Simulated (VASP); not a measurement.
# ZnRhSe3 (Pm-3m) in VASP: notebook

Runs on ZnRhSe3. Level: PBE. Tasks: single point, relaxation of cell and atoms.

Everything below comes from runs of VASP 6.6.1. Logs are shortened: lines on timing, memory, paths and dates and some standing lists are left out, and cuts for length are marked.

### Step 1. The cell of the first run

The structure is cubic, space group Pm-3m (No. 221). The conventional cell has a = 4.900 Å, b = 4.900 Å, c = 4.900 Å, α = 90.00°, β = 90.00°, γ = 90.00°. Within 4.6 Å of Zn (site symmetry m-3m) lie 12 Se at 3.47 Å and 8 Rh at 4.24 Å. Rh (site symmetry m-3m) has 6 Se at 2.45 Å within 3.2 Å. Se (site symmetry 4/mmm) has 2 Rh at 2.45 Å within 3.2 Å.

The cell was built from a structure type or drawn by symmetry, and may not be a known phase.

### Step 2. Single point, PBE

Input file INCAR:

```
  PREC = Accurate
  ENCUT = 520
  EDIFF = 1E-6
  ISMEAR = 0
  SIGMA = 0.1
  LREAL = F
  LASPH = T
  NELM = 80
  ALGO = Normal
  ISIF = 2
  LWAVE = F
  LCHARG = T
  GGA = PE
  LELF = T
  LVHAR = T
  NBANDS = 30
```

Input file KPOINTS:

```
Automatic mesh
0
Gamma
  8 8 8
```

Input file POSCAR:

```
ZnRhSe3
1.0
    4.9004060559      0.0000000000      0.0000000000
    0.0000000000      4.9004060559      0.0000000000
    0.0000000000      0.0000000000      4.9004060559
Zn Rh Se
1 1 3
Direct
    0.0000000000      0.0000000000      0.0000000000
    0.5000000000      0.5000000000      0.5000000000
    0.0000000000      0.5000000000      0.5000000000
    0.5000000000      0.0000000000      0.5000000000
    0.5000000000      0.5000000000      0.0000000000
```

Potentials or basis: VASP PAW PBE potentials, release 64 (Zn, Rh_pv, Se).

Command:

```bash
> cat potpaw_PBE.64/Zn/POTCAR potpaw_PBE.64/Rh_pv/POTCAR potpaw_PBE.64/Se/POTCAR > POTCAR
> mpirun -np 1 vasp_std > vasp.out
```

OUTCAR:

```text
PREC = Accurate
   ENCUT = 520
   EDIFF = 1E-6
   ISMEAR = 0
   LREAL = F
   LASPH = T
   NELM = 80
   ISIF = 2
   GGA = PE

 ion  position               nearest neighbor table
   1  0.000  0.000  0.000-
   2  0.500  0.500  0.500-   3 2.45   4 2.45   5 2.45   5 2.45   4 2.45   3 2.45
   3  0.000  0.500  0.500-   2 2.45   2 2.45
   4  0.500  0.000  0.500-   2 2.45   2 2.45
   5  0.500  0.500  0.000-   2 2.45   2 2.45

  LATTYP: Found a simple cubic cell.
 ALAT       =     4.9004060559

  Lattice vectors:

 A1 = (   4.9004060559,   0.0000000000,   0.0000000000)
 A2 = (   0.0000000000,   4.9004060559,   0.0000000000)
 A3 = (   0.0000000000,   0.0000000000,   4.9004060559)

Analysis of symmetry for initial positions (statically):
=====================================================================
 Subroutine PRICEL returns:
 Original cell was already a primitive cell.

 Routine SETGRP: Setting up the symmetry group for a
 simple cubic supercell.

 Subroutine GETGRP returns: Found 48 space group operations
 (whereof 48 operations were pure point group operations)
 out of a pool of 48 trial point group operations.

The static configuration has the point symmetry O_h .

Analysis of symmetry for dynamics (positions and initial velocities):
=====================================================================
 Subroutine PRICEL returns:
 Original cell was already a primitive cell.

 Routine SETGRP: Setting up the symmetry group for a
 simple cubic supercell.

 Subroutine GETGRP returns: Found 48 space group operations
 (whereof 48 operations were pure point group operations)
 out of a pool of 48 trial point group operations.

The dynamic configuration has the point symmetry O_h .

 Subroutine INISYM returns: Found 48 space group operations
 (whereof 48 operations are pure point group operations),
 and found     1 'primitive' translations

----------------------------------------------------------------------------------------

                                     Primitive cell

  volume of cell :     117.6783

  direct lattice vectors                    reciprocal lattice vectors
     4.900406056  0.000000000  0.000000000     0.204064722  0.000000000  0.000000000
     0.000000000  4.900406056  0.000000000     0.000000000  0.204064722  0.000000000
     0.000000000  0.000000000  4.900406056     0.000000000  0.000000000  0.204064722

  length of vectors
     4.900406056  4.900406056  4.900406056     0.204064722  0.204064722  0.204064722

  position of ions in fractional coordinates (direct lattice)
     0.000000000  0.000000000  0.000000000
     0.500000000  0.500000000  0.500000000
     0.000000000  0.500000000  0.500000000
     0.500000000  0.000000000  0.500000000
     0.500000000  0.500000000  0.000000000

  ion indices of the primitive-cell ions
   primitive index   ion index
                 1           1
                 2           2
                 3           3
                 4           4
                 5           5

----------------------------------------------------------------------------------------

 KPOINTS: Automatic mesh

Automatic generation of k-mesh.
 Grid dimensions read from file:
 generate k-points for:    8    8    8

 Generating k-lattice:

  Cartesian coordinates                     Fractional coordinates (reciprocal lattice)
     0.025508090  0.000000000  0.000000000     0.125000000  0.000000000  0.000000000
     0.000000000  0.025508090  0.000000000     0.000000000  0.125000000  0.000000000
     0.000000000  0.000000000  0.025508090     0.000000000  0.000000000  0.125000000

  Length of vectors
     0.025508090  0.025508090  0.025508090

  Shift w.r.t. Gamma in fractional coordinates (k-lattice)
     0.000000000  0.000000000  0.000000000

 Subroutine IBZKPT returns following result:
 ===========================================

 Found     35 irreducible k-points:

 Following reciprocal coordinates:
            Coordinates               Weight
  0.000000  0.000000  0.000000      1.000000
  0.125000  0.000000  0.000000      6.000000
  0.250000  0.000000  0.000000      6.000000
  0.375000  0.000000  0.000000      6.000000
  0.500000  0.000000  0.000000      3.000000
  0.125000  0.125000  0.000000     12.000000
[... 16 lines left out ...]
  0.375000  0.375000  0.125000     24.000000
  0.500000  0.375000  0.125000     24.000000
 [... further k-points ...]
   k-points           NKPTS =     35   k-points in BZ     NKDIM =     35   number of bands    NBANDS=     30
   number of dos      NEDOS =    301   number of ions     NIONS =      5
   total plane-waves  NPLWV =  46656
   dimension x,y,z NGX =    36 NGY =   36 NGZ =   36
   dimension x,y,z NGXF=    72 NGYF=   72 NGZF=   72
   ions per type =               1   1   3
   NGX,Y,Z   is equivalent  to a cutoff of  12.21, 12.21, 12.21 a.u.
   NGXF,Y,Z  is equivalent  to a cutoff of  24.43, 24.43, 24.43 a.u.
 SYSTEM =  unknown system
   PREC   = accura    normal or accurate (medium, high low for compatibility)
   ISTART =      0    job   : 0-new  1-cont  2-samecut
   ICHARG =      2    charge: 1-file 2-atom 10-const
   ISPIN  =      1    spin polarized calculation?
   LNONCOLLINEAR =      F non collinear calculations
   LSORBIT =      F    spin-orbit coupling
   LASPH  =      T    aspherical Exc in radial PAW
   ENCUT  =  520.0 eV  38.22 Ry    6.18 a.u.   9.11  9.11  9.11*2*pi/ulx,y,z
   NELM   =     80;   NELMIN=  2; NELMDL= -5     # of ELM steps
   EDIFF  = 0.1E-05   stopping-criterion for ELM
   LREAL  =      F    real-space projection
   EDIFFG = 0.1E-04   stopping-criterion for IOM
   NSW    =      0    number of steps for IOM
   IBRION =     -1    ionic relax: 0-MD 1-quasi-New 2-CG
   NFREE  =      0    steps in history (QN), initial steepest desc. (CG)
   ISIF   =      2    stress and relaxation
   ISYM   =      2    0-nonsym 1-usesym 2-fastsym
   POTIM  = 0.5000    time-step for ionic-motion
   TEBEG  =    0.0;   TEEND  =   0.0 temperature during run
   PSTRESS=    0.0 pullay stress
   NELECT =      45.0000    total number of electrons
   NUPDOWN=      -1.0000    fix difference up-down
   EMIN   =  10.00;   EMAX   =-10.00  energy-range for DOS
   EFERMI =   0.00;   METHOD = LEGACY
   ISMEAR =     0;   SIGMA  =   0.10  broadening in eV -4-tet -1-fermi 0-gaus
   EFERMI_NEDOS =   21; number of points for ismear=-14 and -15
   IALGO  =     38    algorithm
   IMIX   =      4    mixing-type and parameters
     AMIX     =   0.40;   BMIX     =  1.00
     AMIX_MAG =   1.60;   BMIX_MAG =  1.00
  volume/ion in A,a.u.               =      23.54       158.83
  Fermi-wavevector in a.u.,A,eV,Ry     =   1.188266  2.245497 19.211095  1.411976
  Thomas-Fermi vector in A             =   2.324399
   LORBIT       =      0    0 simple, 1 ext, 2 COOP (PROOUT), +10 PAW based schemes
   GGA     = PE    functional components
   LHFCALC =     F    Hartree Fock is set to
   AEXX    =    0.0000 exact exchange contribution
   IVDW    =     0    specifies the selected vdW correction
   LEPSILON=     F    determine dielectric tensor
   LRPA    =     F    only Hartree local field effects (RPA)
 non-spin polarized calculation
 Gauss-broadening in eV      SIGMA  =   0.10
  energy-cutoff  :      520.00
  volume of cell :      117.68
 maximum number of plane-waves:      3191
   NGX = 19   NGY = 19   NGZ = 19

 number of electron      45.0000010 magnetization

 Free energy of the ion-electron system (eV)
  ---------------------------------------------------
  ext. energy  EPLUGINS =         0.00000000
  ---------------------------------------------------
  free energy    TOTEN  =       -16.89667593 eV

  energy without entropy =      -16.85701313  energy(sigma->0) =      -16.87684453

 E-fermi :   3.1100     XC(G=0):  -9.7522

 val. band max:        3.0980344752   @ k =   0.5000   0.0000   0.0000
 cond. band min:       3.1176322761   @ k =   0.1250   0.1250   0.1250
 fundamental gap:      0.0195978009
 Fermi energy:         3.1099639897

 k-point     1 :       0.0000    0.0000    0.0000
  band No.  band energies     occupation
      1     -43.3883      2.00000
      2     -43.3883      2.00000
      3     -43.3883      2.00000
      4     -10.7433      2.00000
      5      -9.1856      2.00000
      6      -9.1856      2.00000
[... 22 lines left out ...]
     29       9.0889      0.00000
     30       9.6195      0.00000

 k-point     2 :       0.1250    0.0000    0.0000
  band No.  band energies     occupation
      1     -43.3883      2.00000
      2     -43.3883      2.00000
      3     -43.3882      2.00000
      4     -10.6880      2.00000
      5      -9.2073      2.00000
      6      -9.1815      2.00000
[... 22 lines left out ...]
     29       9.2594      0.00000
     30       9.3041      0.00000

 k-point     3 :       0.2500    0.0000    0.0000
  band No.  band energies     occupation
      1     -43.3883      2.00000
      2     -43.3883      2.00000
      3     -43.3881      2.00000
      4     -10.5398      2.00000
      5      -9.2739      2.00000
      6      -9.1715      2.00000
[... 22 lines left out ...]
     29       8.7303      0.00000
     30       8.9736      0.00000

 k-point     4 :       0.3750    0.0000    0.0000
  band No.  band energies     occupation
      1     -43.3882      2.00000
      2     -43.3882      2.00000
      3     -43.3880      2.00000
      4     -10.3589      2.00000
      5      -9.3728      2.00000
      6      -9.1614      2.00000
[... 22 lines left out ...]
     29       8.3723      0.00000
     30      10.3510      0.00000

 k-point     5 :       0.5000    0.0000    0.0000
  band No.  band energies     occupation
      1     -43.3882      2.00000
      2     -43.3882      2.00000
      3     -43.3880      2.00000
      4     -10.2668      2.00000
      5      -9.4309      2.00000
      6      -9.1572      2.00000
[... 22 lines left out ...]
     29       8.2503      0.00000
     30      11.6501      0.00000
[... 526 lines left out ...]
     29       8.6743      0.00000
     30      10.4263      0.00000

 k-point    22 :       0.5000    0.2500    0.1250
  band No.  band energies     occupation
      1     -43.3881      2.00000
      2     -43.3880      2.00000
      3     -43.3879      2.00000
      4      -9.9966      2.00000
      5      -9.3885      2.00000
      6      -9.2198      2.00000
[... 22 lines left out ...]
     29       8.5708      0.00000
     30      11.5189      0.00000

 k-point    23 :       0.3750    0.3750    0.1250
  band No.  band energies     occupation
      1     -43.3881      2.00000
      2     -43.3879      2.00000
      3     -43.3879      2.00000
      4      -9.9034      2.00000
      5      -9.3314      2.00000
      6      -9.2824      2.00000
[... 22 lines left out ...]
     29       8.7142      0.00000
     30      10.4288      0.00000

 k-point    24 :       0.5000    0.3750    0.1250
  band No.  band energies     occupation
      1     -43.3881      2.00000
      2     -43.3879      2.00000
      3     -43.3879      2.00000
      4      -9.7997      2.00000
      5      -9.3649      2.00000
      6      -9.2937      2.00000
[... 22 lines left out ...]
     29       8.5728      0.00000
     30      11.0089      0.00000

 [... further k-points ...]

------------------------ aborting loop because EDIFF is reached ----------------------------------------

  FORCE on cell =-STRESS in cart. coord.  units (eV):
  Direction    XX          YY          ZZ          XY          YZ          ZX
  --------------------------------------------------------------------------------------
  -------------------------------------------------------------------------------------
  Total        0.0352316      0.0352316      0.0352316     -0.0000000     -0.0000000     -0.0000000
  in kB        0.4796746      0.4796746      0.4796746     -0.0000000     -0.0000000     -0.0000000
  external PRESSURE =       0.4796746 kB  Pullay stress =       0.0000000 kB

 VOLUME and BASIS-vectors are now :
 -----------------------------------------------------------------------------
  energy-cutoff  :      520.00
  volume of cell :      117.68
      direct lattice vectors                 reciprocal lattice vectors
     4.900406056  0.000000000  0.000000000     0.204064722  0.000000000  0.000000000
     0.000000000  4.900406056  0.000000000     0.000000000  0.204064722  0.000000000
     0.000000000  0.000000000  4.900406056     0.000000000  0.000000000  0.204064722

 POSITION                                       TOTAL-FORCE (eV/Angst)
 -----------------------------------------------------------------------------------
      0.00000      0.00000      0.00000         0.000000      0.000000      0.000000
      2.45020      2.45020      2.45020         0.000000      0.000000      0.000000
      0.00000      2.45020      2.45020         0.000000      0.000000      0.000000
      2.45020      0.00000      2.45020         0.000000      0.000000      0.000000
      2.45020      2.45020      0.00000         0.000000      0.000000      0.000000
 -----------------------------------------------------------------------------------
    total drift:                                0.000000      0.000000      0.000000

  FREE ENERGIE OF THE ION-ELECTRON SYSTEM (eV)
  ---------------------------------------------------
  free  energy   TOTEN  =       -16.8966759331 eV

  energy  without entropy=      -16.8570131333  energy(sigma->0) =      -16.87684453
```

Run time: 2.2 min. Hardware: 1 thread of Intel Xeon 8259CL, shared host; peak memory 0.28 GiB.

What came out:

```
Free energy            : -16.8967 eV
Pressure               : 0.0 GPa
Band gap on the k mesh : zero (an odd number of electrons rules out a gap without spin polarisation)
```

Levels at points of the mesh, in eV from the Fermi level:
```
           k point  band 19  band 20  band 21  band 22  band 23  band 24  band 25  band 26
(0.00, 0.00, 0.00)    -1.37    -1.37    -0.88    -0.88    -0.88    -0.25    -0.25    -0.25
(0.50, 0.00, 0.00)    -1.38    -1.36    -0.34    -0.34    -0.01    -0.01     0.79     0.93
(0.50, 0.50, 0.00)    -2.10    -1.52    -0.45     0.17     0.17     0.65     1.02     3.59
(0.50, 0.50, 0.50)    -0.61    -0.61    -0.61     0.67     0.67     0.67     4.71     4.71
```

### Step 3. Single point, PBE, collinear spin, ferromagnetic start

This run uses another cell than the first one, of 23.24 Å³/atom.

Input file INCAR:

```
PREC     = Accurate       # precision mode
ENCUT    = 520            # plane-wave cutoff, eV
EDIFF    = 1E-6           # SCF threshold, eV
ISMEAR   = 0              # smearing method
SIGMA    = 0.1            # smearing width, eV
LREAL    = False          # projectors in reciprocal space
LASPH    = True           # aspherical terms in the spheres
NELM     = 150            # most SCF steps
ALGO     = Normal         # electronic algorithm
ISIF     = 2              # what is computed and relaxed
LWAVE    = False          # write WAVECAR
LCHARG   = True           # write CHGCAR
ISPIN    = 2              # spin polarisation
MAGMOM   = 0 1 0 0 0      # initial moments
LORBIT   = 11             # projections on sites
LMAXMIX  = 4              # l up to which the mixer works
GGA      = PE             # functional
LELF     = True           # ELF
LVHAR    = True         
NBANDS   = 34             # bands
```

Input file KPOINTS:

```
regular mesh
0
Gamma
  4 4 4
```

Changes to POSCAR since step 2:

```diff
@@ -2,5 +2,5 @@
 1.0
-    4.9004060559      0.0000000000      0.0000000000
-    0.0000000000      4.9004060559      0.0000000000
-    0.0000000000      0.0000000000      4.9004060559
+    4.8797958700      0.0000000000      0.0000000000
+    0.0000000000      4.8797958700      0.0000000000
+    0.0000000000      0.0000000000      4.8797958700
 Zn Rh Se
```

Potentials or basis: VASP PAW PBE potentials, release 64 (Zn, Rh_pv, Se).

Command:

```bash
> cat potpaw_PBE.64/Zn/POTCAR potpaw_PBE.64/Rh_pv/POTCAR potpaw_PBE.64/Se/POTCAR > POTCAR
> mpirun -np 1 vasp_std > vasp.out
```

It took 4.3 min on 1 thread of Intel Xeon 8259CL, shared host; peak memory 0.27 GiB.

It converged, with:

| Property | Result |
| --- | --- |
| Free energy | -16.8610 eV |
| Pressure | 1.6 GPa |
| Net moment | 0.20 μB per cell |
| Site moments | Zn +0.00; Rh +0.05; Se +0.03 μB |
| Valence electrons inside the program's atomic spheres | Zn 10.46; Rh 13.87; Se 3.74 |

Levels at points of the mesh, in eV from the Fermi level:
Spin up:
```csv
k point,band 20,band 21,band 22,band 23,band 24,band 25
"(0.00, 0.00, 0.00)",-1.32,-0.85,-0.85,-0.85,-0.18,-0.18
"(0.50, 0.00, 0.00)",-1.31,-0.28,-0.28,0.01,0.01,0.88
"(0.50, 0.50, 0.00)",-1.51,-0.37,0.20,0.20,0.71,1.09
"(0.50, 0.50, 0.50)",-0.60,-0.60,0.72,0.72,0.72,4.87
```
Spin down:
```
           k point  band 18  band 19  band 20  band 21  band 22  band 23  band 24  band 25  band 26  band 27
(0.00, 0.00, 0.00)    -1.67    -1.30    -1.30    -0.81    -0.81    -0.81    -0.14    -0.14    -0.14     4.60
(0.50, 0.00, 0.00)    -2.47    -1.33    -1.28    -0.24    -0.24     0.06     0.06     0.90     1.03     3.35
(0.50, 0.50, 0.00)    -2.06    -2.06    -1.48    -0.34     0.25     0.25     0.76     1.12     3.63     4.84
(0.50, 0.50, 0.50)    -1.80    -0.56    -0.56    -0.56     0.77     0.77     0.77     4.90     4.90     6.64
```

### Step 4. Single point, PBE, collinear spin, ferromagnetic start

This run uses another cell than the first one, of 23.76 Å³/atom.

Input file INCAR:

```
SYSTEM = ZnRhSe3
PREC = Accurate
ENCUT = 520
EDIFF = 1E-6
ISMEAR = 0
SIGMA = 0.1
LREAL = .FALSE.
LASPH = .TRUE.
NELM = 150
ALGO = Normal
ISIF = 2
LWAVE = .FALSE.
LCHARG = .FALSE.
ISPIN = 2
MAGMOM = 0 1 0 0 0
LORBIT = 11
LMAXMIX = 4
GGA = PE
NBANDS = 34
```

Input file KPOINTS:

```
Automatic mesh
0
G
  4 4 4
  0 0 0
```

Changes to POSCAR since step 3:

```diff
@@ -2,5 +2,5 @@
 1.0
-    4.8797958700      0.0000000000      0.0000000000
-    0.0000000000      4.8797958700      0.0000000000
-    0.0000000000      0.0000000000      4.8797958700
+    4.9157836783      0.0000000000      0.0000000000
+    0.0000000000      4.9157836783      0.0000000000
+    0.0000000000      0.0000000000      4.9157836783
 Zn Rh Se
```

Command:

```bash
> cat potpaw_PBE.64/Zn/POTCAR potpaw_PBE.64/Rh_pv/POTCAR potpaw_PBE.64/Se/POTCAR > POTCAR
> mpirun -np 1 vasp_std > vasp.out
```

Wall time 3.2 min (1 thread of Intel Xeon 8259CL, shared host); peak memory 0.31 GiB.

The run converged. Its results:

```
Free energy                                           : -16.8736 eV
Pressure                                              : 0.0 GPa
Net moment                                            : 0.43 μB per cell
Site moments                                          : Zn +0.00; Rh +0.11; Se +0.07 μB
Valence electrons inside the program's atomic spheres : Zn 10.45; Rh 13.83; Se 3.73
```

Levels at points of the mesh, in eV from the Fermi level:
Spin up:
```
           k point  band 20  band 21  band 22  band 23  band 24  band 25
(0.00, 0.00, 0.00)    -1.32    -0.85    -0.85    -0.85    -0.20    -0.20
(0.50, 0.00, 0.00)    -1.31    -0.30    -0.30    -0.01    -0.01     0.82
(0.50, 0.50, 0.00)    -1.49    -0.41     0.16     0.16     0.65     1.03
(0.50, 0.50, 0.50)    -0.60    -0.60     0.67     0.67     0.67     4.70
```
Spin down:
```
           k point  band 20  band 21  band 22  band 23  band 24  band 25
(0.00, 0.00, 0.00)    -1.27    -0.75    -0.75    -0.75    -0.12    -0.12
(0.50, 0.00, 0.00)    -1.25    -0.22    -0.22     0.09     0.09     0.88
(0.50, 0.50, 0.00)    -1.42    -0.35     0.27     0.27     0.76     1.10
(0.50, 0.50, 0.50)    -0.50    -0.50     0.78     0.78     0.78     4.76
```

[end of part 1 of 2]
